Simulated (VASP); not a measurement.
# Re (P6/mmm) in VASP: notebook

Runs on Re. Level: PBEsol. Tasks: single point, relaxation of cell and atoms.

Program: VASP 6.6.1. These are calculated values, not measurements. Logs are shortened: lines on timing, memory, paths and dates and some standing lists are left out, and cuts for length are marked.

### 1 The cell of the first run

The structure is hexagonal, space group P6/mmm (No. 191). The conventional cell has a = 4.340 Å, b = 4.340 Å, c = 2.718 Å, α = 90.00°, β = 90.00°, γ = 120.00°. Re (site symmetry 6/mmm) has 14 Re at 2.72 to 2.85 Å within 3.6 Å. Within 3.3 Å of Re (site symmetry -6m2) lie 11 Re at 2.51 to 2.85 Å.

This isn't the form of Re at room conditions, which is hcp.

### 2 Single point, PBEsol

Input file INCAR:

```
ALGO     = Fast           # electronic algorithm
EDIFF    = 1E-7           # SCF threshold, eV
ENCUT    = 520            # plane-wave cutoff, eV
GGA      = PS             # functional
ISIF     = 2              # what is computed and relaxed
ISMEAR   = 0              # smearing method
LASPH    = T              # aspherical terms in the spheres
LCHARG   = F              # write CHGCAR
LREAL    = F              # projectors in reciprocal space
LWAVE    = F              # write WAVECAR
NBANDS   = 18             # bands
NELM     = 100            # most SCF steps
PREC     = Accurate       # precision mode
SIGMA    = 0.1            # smearing width, eV
```

Input file KPOINTS:

```
k-points
0
Gamma
  12 12 16
```

Input file POSCAR:

```
Re
1.0
    4.3404078384      0.0000000000      0.0000000000
   -2.1702039192      3.7589034508      0.0000000000
    0.0000000000      0.0000000000      2.7179536599
Re
3
Direct
    0.0000000000      0.0000000000      0.0000000000
    0.3333333333      0.6666666667      0.5000000000
    0.6666666667      0.3333333333      0.5000000000
```

Potentials or basis: VASP PAW PBE potentials, release 64 (Re).

Started as:

```bash
$ cat potpaw_PBE.64/Re/POTCAR > POTCAR
$ mpirun -np 1 vasp_std > vasp.out
```

OUTCAR:

```text
EDIFF = 1E-7
   ENCUT = 520
   GGA = PS
   ISIF = 2
   ISMEAR = 0
   LASPH = T
   LREAL = F
   NELM = 100
   PREC = Accurate

 ion  position               nearest neighbor table
   1  0.000  0.000  0.000-   2 2.85   3 2.85   2 2.85   3 2.85   2 2.85   2 2.85   3 2.85   3 2.85
                             3 2.85   3 2.85   2 2.85   2 2.85
   2  0.333  0.667  0.500-   3 2.51   3 2.51   3 2.51   1 2.85   1 2.85   1 2.85   1 2.85   1 2.85
                             1 2.85
   3  0.667  0.333  0.500-   2 2.51   2 2.51   2 2.51   1 2.85   1 2.85   1 2.85   1 2.85   1 2.85
                             1 2.85

  LATTYP: Found a hexagonal cell.
 ALAT       =     4.3404078384
 C/A-ratio  =     0.6261977586

  Lattice vectors:

 A1 = (   4.3404078384,   0.0000000000,   0.0000000000)
 A2 = (  -2.1702039192,   3.7589034508,   0.0000000000)
 A3 = (   0.0000000000,   0.0000000000,   2.7179536599)

Analysis of symmetry for initial positions (statically):
=====================================================================
 Subroutine PRICEL returns:
 Original cell was already a primitive cell.

 Routine SETGRP: Setting up the symmetry group for a
 hexagonal supercell.

 Subroutine GETGRP returns: Found 24 space group operations
 (whereof 24 operations were pure point group operations)
 out of a pool of 24 trial point group operations.

The static configuration has the point symmetry D_6h.

Analysis of symmetry for dynamics (positions and initial velocities):
=====================================================================
 Subroutine PRICEL returns:
 Original cell was already a primitive cell.

 Routine SETGRP: Setting up the symmetry group for a
 hexagonal supercell.

 Subroutine GETGRP returns: Found 24 space group operations
 (whereof 24 operations were pure point group operations)
 out of a pool of 24 trial point group operations.

The dynamic configuration has the point symmetry D_6h.

 Subroutine INISYM returns: Found 24 space group operations
 (whereof 24 operations are pure point group operations),
 and found     1 'primitive' translations

----------------------------------------------------------------------------------------

                                     Primitive cell

  volume of cell :      44.3439

  direct lattice vectors                    reciprocal lattice vectors
     4.340407838  0.000000000  0.000000000     0.230393096  0.133017516  0.000000000
    -2.170203919  3.758903451  0.000000000     0.000000000  0.266035032  0.000000000
[... 87 lines left out ...]
   EDIFF  = 0.1E-06   stopping-criterion for ELM
   LREAL  =      F    real-space projection
   EDIFFG = 0.1E-05   stopping-criterion for IOM
   NSW    =      0    number of steps for IOM
   IBRION =     -1    ionic relax: 0-MD 1-quasi-New 2-CG
   NFREE  =      0    steps in history (QN), initial steepest desc. (CG)
   ISIF   =      2    stress and relaxation
   ISYM   =      2    0-nonsym 1-usesym 2-fastsym
   POTIM  = 0.5000    time-step for ionic-motion
   TEBEG  =    0.0;   TEEND  =   0.0 temperature during run
   PSTRESS=    0.0 pullay stress
   NELECT =      21.0000    total number of electrons
   NUPDOWN=      -1.0000    fix difference up-down
   EMIN   =  10.00;   EMAX   =-10.00  energy-range for DOS
   EFERMI =   0.00;   METHOD = LEGACY
   ISMEAR =     0;   SIGMA  =   0.10  broadening in eV -4-tet -1-fermi 0-gaus
   EFERMI_NEDOS =   21; number of points for ismear=-14 and -15
   IALGO  =     68    algorithm
   IMIX   =      4    mixing-type and parameters
     AMIX     =   0.40;   BMIX     =  1.00
     AMIX_MAG =   1.60;   BMIX_MAG =  1.00
  volume/ion in A,a.u.               =      14.78        99.75
  Fermi-wavevector in a.u.,A,eV,Ry     =   1.276057  2.411398 22.154652  1.628321
  Thomas-Fermi vector in A             =   2.408734
   LORBIT       =      0    0 simple, 1 ext, 2 COOP (PROOUT), +10 PAW based schemes
   GGA     = PS    functional components
   LHFCALC =     F    Hartree Fock is set to
   AEXX    =    0.0000 exact exchange contribution
   IVDW    =     0    specifies the selected vdW correction
   LEPSILON=     F    determine dielectric tensor
   LRPA    =     F    only Hartree local field effects (RPA)
 non-spin polarized calculation
 RMM-DIIS sequential band-by-band and
 Gauss-broadening in eV      SIGMA  =   0.10
  energy-cutoff  :      520.00
  volume of cell :       44.34
 maximum number of plane-waves:      1218
   NGX = 17   NGY = 17   NGZ = 11

 number of electron      21.0000001 magnetization

 Free energy of the ion-electron system (eV)
  ---------------------------------------------------
  ext. energy  EPLUGINS =         0.00000000
  ---------------------------------------------------
  free energy    TOTEN  =       -39.57076839 eV

  energy without entropy =      -39.55768258  energy(sigma->0) =      -39.56422548

 E-fermi :   7.6935     XC(G=0): -13.7757

 val. band max:        7.6914835339   @ k =   0.3333   0.3333   0.0625
 cond. band min:       7.6945952306   @ k =   0.2500   0.0000   0.1875
 fundamental gap:      0.0031116966
 Fermi energy:         7.6934720385

 k-point     1 :       0.0000    0.0000    0.0000
  band No.  band energies     occupation
      1      -2.1863      2.00000
      2       1.7772      2.00000
      3       4.5268      2.00000
      4       4.8533      2.00000
      5       4.8533      2.00000
      6       4.8599      2.00000
[... 481 lines left out ...]
      5       3.9472      2.00000
      6       5.0537      2.00000
[... 10 lines left out ...]
     17      12.9775      0.00000
     18      13.8505      0.00000

 [... further k-points ...]

------------------------ aborting loop because EDIFF is reached ----------------------------------------

  FORCE on cell =-STRESS in cart. coord.  units (eV):
  Direction    XX          YY          ZZ          XY          YZ          ZX
  --------------------------------------------------------------------------------------
  -------------------------------------------------------------------------------------
  Total       -0.1403449     -0.1403449      0.0645754      0.0000000     -0.0000000      0.0000000
  in kB       -5.0707649     -5.0707649      2.3331572      0.0000000     -0.0000000      0.0000000
  external PRESSURE =      -2.6027909 kB  Pullay stress =       0.0000000 kB

 VOLUME and BASIS-vectors are now :
 -----------------------------------------------------------------------------
  energy-cutoff  :      520.00
  volume of cell :       44.34
      direct lattice vectors                 reciprocal lattice vectors
     4.340407838  0.000000000  0.000000000     0.230393096  0.133017516  0.000000000
    -2.170203919  3.758903451  0.000000000     0.000000000  0.266035032  0.000000000
     0.000000000  0.000000000  2.717953660     0.000000000  0.000000000  0.367923859

 POSITION                                       TOTAL-FORCE (eV/Angst)
 -----------------------------------------------------------------------------------
      0.00000      0.00000      0.00000         0.000000      0.000000      0.000000
     -0.00000      2.50594      1.35898         0.000000     -0.000000      0.000000
      2.17020      1.25297      1.35898        -0.000000      0.000000      0.000000
 -----------------------------------------------------------------------------------
    total drift:                               -0.000000      0.000000      0.000000

  FREE ENERGIE OF THE ION-ELECTRON SYSTEM (eV)
  ---------------------------------------------------
  free  energy   TOTEN  =       -39.5707683906 eV

  energy  without entropy=      -39.5576825772  energy(sigma->0) =      -39.56422548
```

It took 3.9 min on 1 thread of Intel Xeon 8259CL, shared host; peak memory 0.24 GiB.

Results:

```
Free energy            : -39.5708 eV
Pressure               : -0.3 GPa
Band gap on the k mesh : zero (an odd number of electrons rules out a gap without spin polarisation)
```

Stress tensor (GPa, compression positive):
```
-0.51  0.00  0.00
 0.00 -0.51  0.00
 0.00  0.00  0.23
```

Caveat: the PAW data sets were made with another functional, which shifts forces and pressure a little; spin-orbit coupling is left out, which moves the levels of the heavy elements.

### 3 Relaxation of cell and atoms, PBEsol

Input file INCAR:

```
ALGO = Fast
EDIFF = 1E-6
EDIFFG = -0.01
ENCUT = 600
GGA = PS
IBRION = 2
ISIF = 3
ISMEAR = 0
LASPH = T
LCHARG = F
LREAL = F
LWAVE = F
NELM = 100
NSW = 100
PREC = Accurate
SIGMA = 0.1
```

KPOINTS is that of step 2.

Input file POSCAR:

```
Re
1.0
    4.3440596796      0.0000000000      0.0000000000
   -2.1720298398      3.7620660381      0.0000000000
    0.0000000000      0.0000000000      2.7109225179
Re
3
Direct
    0.0000000000      0.0000000000      0.0000000000
    0.3333333333      0.6666666667      0.5000000000
    0.6666666667      0.3333333333      0.5000000000
```

Potentials or basis: VASP PAW PBE potentials, release 64 (Re).

Started as:

```bash
$ cat potpaw_PBE.64/Re/POTCAR > POTCAR
$ mpirun -np 1 vasp_std > vasp.out
```

OUTCAR:

```text
EDIFF = 1E-6
   EDIFFG = -0.01
   ENCUT = 600
   GGA = PS
   IBRION = 2
   ISIF = 3
   ISMEAR = 0
   LASPH = T
   LREAL = F
   NELM = 100
   NSW = 100
   PREC = Accurate

 ion  position               nearest neighbor table
   1  0.000  0.000  0.000-   2 2.85   3 2.85   2 2.85   3 2.85   3 2.85   3 2.85   2 2.85   2 2.85
                             3 2.85   3 2.85   2 2.85   2 2.85
   2  0.333  0.667  0.500-   3 2.51   3 2.51   3 2.51   1 2.85   1 2.85   1 2.85   1 2.85   1 2.85
                             1 2.85
   3  0.667  0.333  0.500-   2 2.51   2 2.51   2 2.51   1 2.85   1 2.85   1 2.85   1 2.85   1 2.85
                             1 2.85

  LATTYP: Found a hexagonal cell.
 ALAT       =     4.3440596796
 C/A-ratio  =     0.6240527796

  Lattice vectors:

 A1 = (   4.3440596796,   0.0000000000,   0.0000000000)
 A2 = (  -2.1720298398,   3.7620660381,   0.0000000000)
 A3 = (   0.0000000000,   0.0000000000,   2.7109225179)

Analysis of symmetry for initial positions (statically):
=====================================================================
 Subroutine PRICEL returns:
 Original cell was already a primitive cell.

 Routine SETGRP: Setting up the symmetry group for a
 hexagonal supercell.

 Subroutine GETGRP returns: Found 24 space group operations
 (whereof 24 operations were pure point group operations)
 out of a pool of 24 trial point group operations.

The static configuration has the point symmetry D_6h.

Analysis of symmetry for dynamics (positions and initial velocities):
=====================================================================
 Subroutine PRICEL returns:
 Original cell was already a primitive cell.

 Routine SETGRP: Setting up the symmetry group for a
 hexagonal supercell.

 Subroutine GETGRP returns: Found 24 space group operations
 (whereof 24 operations were pure point group operations)
 out of a pool of 24 trial point group operations.

The dynamic configuration has the point symmetry D_6h.

[... 144 lines left out ...]

 Free energy of the ion-electron system (eV)
  ---------------------------------------------------
  ext. energy  EPLUGINS =         0.00000000
  ---------------------------------------------------
  free energy    TOTEN  =       -39.57133264 eV

  energy without entropy =      -39.55832223  energy(sigma->0) =      -39.56482744

------------------------ aborting loop because EDIFF is reached ----------------------------------------

  FORCE on cell =-STRESS in cart. coord.  units (eV):
  Direction    XX          YY          ZZ          XY          YZ          ZX
  --------------------------------------------------------------------------------------
  -------------------------------------------------------------------------------------
  Total       -0.1917095     -0.1917095      0.4640465      0.0000000      0.0000000      0.0000000
  in kB       -6.9328979     -6.9328979     16.7815783      0.0000000      0.0000000      0.0000000
  external PRESSURE =       0.9719275 kB  Pullay stress =       0.0000000 kB
[... 61 lines left out ...]
--------------------------------------- Ionic step        3  -------------------------------------------

 number of electron      20.9999998 magnetization

 Free energy of the ion-electron system (eV)
  ---------------------------------------------------
  ext. energy  EPLUGINS =         0.00000000
  ---------------------------------------------------
  free energy    TOTEN  =       -39.57241845 eV

  energy without entropy =      -39.55934373  energy(sigma->0) =      -39.56588109

 E-fermi :   7.6960     XC(G=0): -13.7771

 val. band max:        7.6952238440   @ k =   0.4167   0.0833   0.1250
 cond. band min:       7.6967300875   @ k =   0.1667   0.0833   0.0625
 fundamental gap:      0.0015062435
 Fermi energy:         7.6959596356

 k-point     1 :       0.0000    0.0000    0.0000
  band No.  band energies     occupation
      1      -2.1845      2.00000
      2       1.7788      2.00000
      3       4.5440      2.00000
      4       4.8595      2.00000
      5       4.8595      2.00000
      6       4.8653      2.00000
      7       4.8653      2.00000
      8       5.8053      2.00000
      9       6.9157      2.00000
     10       6.9157      2.00000
     11       7.7401      0.53211
     12       7.7401      0.53211
     13       7.8008      0.13828
     14       7.8008      0.13828
[... 377 lines left out ...]
      1      -0.3855      2.00000
      2       1.6062      2.00000
      3       2.5381      2.00000
      4       3.4112      2.00000
      5       3.9495      2.00000
      6       5.0661      2.00000
      7       5.6574      2.00000
      8       6.1002      2.00000
      9       6.2744      2.00000
     10       7.2171      2.00000
     11       7.4705      1.99857
     12       8.4982      0.00000
     13       9.4791      0.00000
     14      10.1423      0.00000

 [... further k-points ...]

------------------------ aborting loop because EDIFF is reached ----------------------------------------

  FORCE on cell =-STRESS in cart. coord.  units (eV):
  Direction    XX          YY          ZZ          XY          YZ          ZX
  --------------------------------------------------------------------------------------
  -------------------------------------------------------------------------------------
  Total       -0.0016691     -0.0016691      0.0039714      0.0000000     -0.0000000      0.0000000
  in kB       -0.0603248     -0.0603248      0.1435343      0.0000000     -0.0000000      0.0000000
  external PRESSURE =       0.0076282 kB  Pullay stress =       0.0000000 kB
[... 18 lines left out ...]
  FREE ENERGIE OF THE ION-ELECTRON SYSTEM (eV)
  ---------------------------------------------------
  free  energy   TOTEN  =       -39.5724184477 eV

  energy  without entropy=      -39.5593437324  energy(sigma->0) =      -39.56588109

 reached required accuracy - stopping structural energy minimisation
```

OSZICAR:

```text
N       E                     dE             d eps       ncg     rms          rms(c)
DAV:   1     0.127851673154E+03    0.12785E+03   -0.98411E+03  8536   0.195E+03
DAV:   2    -0.192360255899E+02   -0.14709E+03   -0.13263E+03  8746   0.609E+02
DAV:   3    -0.384148420882E+02   -0.19179E+02   -0.17930E+02  8750   0.356E+02
[... 38 lines left out ...]
RMM:   3    -0.395724068097E+02    0.35495E-03   -0.12974E-03  6321   0.480E-01    0.568E-02
RMM:   4    -0.395724093117E+02   -0.25020E-05   -0.35911E-04  5976   0.249E-01    0.628E-02
RMM:   5    -0.395724135595E+02   -0.42477E-05   -0.76119E-05  5140   0.156E-01    0.271E-02
RMM:   6    -0.395724175083E+02   -0.39489E-05   -0.46904E-05  5353   0.837E-02    0.662E-03
RMM:   7    -0.395724184477E+02   -0.93939E-06   -0.99393E-06  4151   0.998E-02
   3 F= -.39572418E+02 E0= -.39565881E+02  d E =-.108580E-02
```

CONTCAR:

```text
Re
   1.00000000000000
     4.3377638233429261    0.0000000000000000    0.0000000000000000
    -2.1688819116714630    3.7566136666427523    0.0000000000000000
     0.0000000000000000    0.0000000000000000    2.7204328159103999
  Re
     3
Direct
     0.0000000000000000    0.0000000000000000    0.0000000000000000
     0.3333333332999970    0.6666666667000030    0.5000000000000000
     0.6666666667000030    0.3333333332999970    0.5000000000000000

  0.00000000E+00  0.00000000E+00  0.00000000E+00
  0.00000000E+00  0.00000000E+00  0.00000000E+00
  0.00000000E+00  0.00000000E+00  0.00000000E+00
```

Wall time 11 min (1 thread of Intel Xeon 8259CL, shared host); peak memory 0.28 GiB.

What came out:

| Item | Value |
| --- | --- |
| Free energy | -39.5724 eV |
| Relaxed volume | 14.78 Å³/atom |
| Relaxed cell | a = 4.338 Å, b = 4.338 Å, c = 2.720 Å, α = 90.00°, β = 90.00°, γ = 120.00° |
| Space group after relaxing (to 0.1 Å) | P6/mmm (No. 191) |
| Energy gained by relaxing | 0.4 meV/atom |
| Ionic steps | 3 |
| Pressure after relaxing | 0.0 GPa |
| Band gap on the k mesh | zero (an odd number of electrons rules out a gap without spin polarisation) |

The path:
```tsv
step	energy change (eV)	largest force (eV/Å)	pressure (GPa)	volume (Å³)
1	0.0000	0.0000	0.10	44.30
2	0.0003	0.0000	-0.11	44.36
3	-0.0011	0.0000	0.00	44.33
```

Final structure:
```
CELL_PARAMETERS angstrom
4.33776 0.00000 0.00000
-2.16888 3.75661 0.00000
0.00000 0.00000 2.72043
ATOMIC_POSITIONS crystal
Re 0.00000 0.00000 0.00000
Re 0.33333 0.66667 0.50000
Re 0.66667 0.33333 0.50000
```

Caveat: the PAW data sets were made with another functional, which shifts forces and pressure a little; spin-orbit coupling is left out, which moves the levels of the heavy elements.
